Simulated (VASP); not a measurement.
Wanted: the native input for a VASP 6.6.1 run.

```yaml
Task: single point
Functional: LDA
Potentials_or_basis: VASP PAW LDA potentials, release 64 (W_sv, C)
Cutoff: 520 eV
k_mesh: 2 × 2 × 2
Occupations: fermi-dirac, width 0.36 eV
Spin: no spin polarisation
Dipole_correction: no
Further_INCAR_settings: ALGO = Normal; EDIFF = 1e-06; NBANDS = 86
```

The structure of WC lies in POSCAR:

```
WC
1.0
   -2.9872640000     -5.1740930000      0.0000000000
    4.4808960000     -2.5870460000      0.0000000000
    0.0000000000      0.0000000000      5.8424990000
W C
8 8
Direct
    0.7511630130      0.5184726954     -0.0329995777
    0.7629460478      0.4659160272      0.4494309712
    0.4994451141      0.0084747357     -0.0310654739
    0.4820396240     -0.0293067245      0.4773128759
    0.2222825899      0.4977836528      0.0059392394
    0.2358157126      0.5044624533      0.5143347051
   -0.0105531123      0.0350990220     -0.0162259335
    0.0249524666     -0.0554711368      0.4691999091
    0.4743577747      0.6324699130      0.1991613520
    0.4491174205      0.6463065204      0.7754558452
    0.2517808690      0.1383285678      0.2386649959
    0.1975012238      0.1696955912      0.7590245202
   -0.0409520702      0.6362043116      0.2015404710
   -0.0457935206      0.6491341608      0.7033462907
    0.7514113007      0.1159732178      0.2394352143
    0.7043403128      0.1439780035      0.7148139863
```

These files were run (other wordings do the same):

INCAR

```
PREC = Accurate ; ENCUT = 520
EDIFF = 1E-6 ; ISMEAR = -1
SIGMA = 0.36 ; LREAL = False
LASPH = True ; NELM = 120
ALGO = Normal ; ISIF = 2
LWAVE = False ; LCHARG = False
NBANDS = 86 ; GGA_COMPAT = False
```

KPOINTS

```
Automatic mesh
0
Gamma
  2 2 2
```

Potentials or basis: VASP PAW LDA potentials, release 64 (W_sv, C).

Command:

```bash
$ cat potpaw_LDA.64/W_sv/POTCAR potpaw_LDA.64/C/POTCAR > POTCAR
$ mpirun -np 1 vasp_std > vasp.out
```

It gave:

```json
{
 "Pressure": "-15.5 GPa",
 "Largest force": "6.009 eV/Å",
 "Band gap on the k mesh": "zero (bands 72 and 73 overlap by 0.32 eV)"
}
```

Caveat: the k points lie up to 0.61 Å⁻¹ apart; so wide a smearing shifts energies and pressures; spin-orbit coupling is left out, which moves the levels of the heavy elements; forces of over 1 eV/Å act on the atoms, so gaps and moduli don't describe the material at rest.

Run time: 4.3 min on 1 thread of Intel Xeon 8259CL (shared host), peak memory 0.28 GiB.
